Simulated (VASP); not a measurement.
Write the native input for VASP 6.6.1 that does the following.

| Quantity | Value |
| --- | --- |
| Task | single point |
| Functional | HSE06 |
| Potentials or basis | VASP PAW PBE potentials, release 64 (Ti_sv, S) |
| Cutoff | 400 eV |
| k mesh | 6 × 6 × 4 |
| Occupations | gaussian, width 0.01 eV |
| Spin | no spin polarisation |
| Dipole correction | no |
| Grid for exact exchange (PRECFOCK) | Normal |
| Further INCAR settings | ALGO = Normal; EDIFF = 1e-06; NBANDS = 19 |
| Share of exact exchange | 0.25 |
| Screening parameter | 0.2079 1/Å |

Crystal: TiS2.

```
Ti S
1.0
     3.56612    0.00000    0.00000
    -1.78306    3.08835    0.00000
     0.00000    0.00000    5.73872
Ti S
1 2
Direct
  0.00000 0.00000 0.00000
  0.33333 0.66667 0.23439
  0.66667 0.33333 0.76561
```

This cell differs from its parent crystal: biaxial xy strain +4.6%.

These files were run (other wordings do the same):

POSCAR

```
TiS2
1.0
    3.5661249627      0.0000000000      0.0000000000
   -1.7830624814      3.0883548108      0.0000000000
    0.0000000000      0.0000000000      5.7387202071
Ti S
1 2
Direct
    0.0000000000      0.0000000000      0.0000000000
    0.3333333333      0.6666666667      0.2343850103
    0.6666666667      0.3333333333      0.7656149897
```

INCAR.step1

```
ALGO = Normal
EDIFF = 1E-5
ENCUT = 400
GGA = PE
GGA_COMPAT = F
ISIF = 2
ISMEAR = 0
LASPH = T
LCHARG = F
LREAL = F
LWAVE = T
NBANDS = 19
NELM = 120
PREC = Accurate
SIGMA = 0.01
```

INCAR.step2

```
ALGO = Normal
EDIFF = 1E-6
ENCUT = 400
GGA = PE
GGA_COMPAT = F
HFSCREEN = 0.2079
ISIF = 2
ISMEAR = 0
ISTART = 1
LASPH = T
LCHARG = F
LHFCALC = T
LREAL = F
LWAVE = F
NBANDS = 19
NELM = 120
PREC = Accurate
PRECFOCK = Normal
SIGMA = 0.01
```

KPOINTS

```
k-points
0
Gamma
  6 6 4
```

Potentials or basis: VASP PAW PBE potentials, release 64 (Ti_sv, S).

Launch:

```console
$ cat potpaw_PBE.64/Ti_sv/POTCAR potpaw_PBE.64/S/POTCAR > POTCAR
$ cp INCAR.step1 INCAR
$ mpirun -np 1 vasp_std > vasp.out
$ cp INCAR.step2 INCAR
$ mpirun -np 1 vasp_std > vasp.out
```

Results of the run:

- Pressure: -5.3 GPa
- Largest force: 0.215 eV/Å
- Band gap on the k mesh: 0.94 eV (least direct gap 1.11 eV)

Caveat: the cell differs from its parent crystal (biaxial xy strain +4.6%); the stress differs along the axes, from -8 to -0 GPa; the PAW data sets were made with another functional, which shifts forces and pressure a little; this functional lacks dispersion, which binds layers or chains, so the pressure and a relaxed spacing across them are unreliable.

Wall time 59 min on 1 thread of Intel(R) Xeon(R) Platinum 8559C (Emerald Rapids) (shared host), peak memory 0.28 GiB.
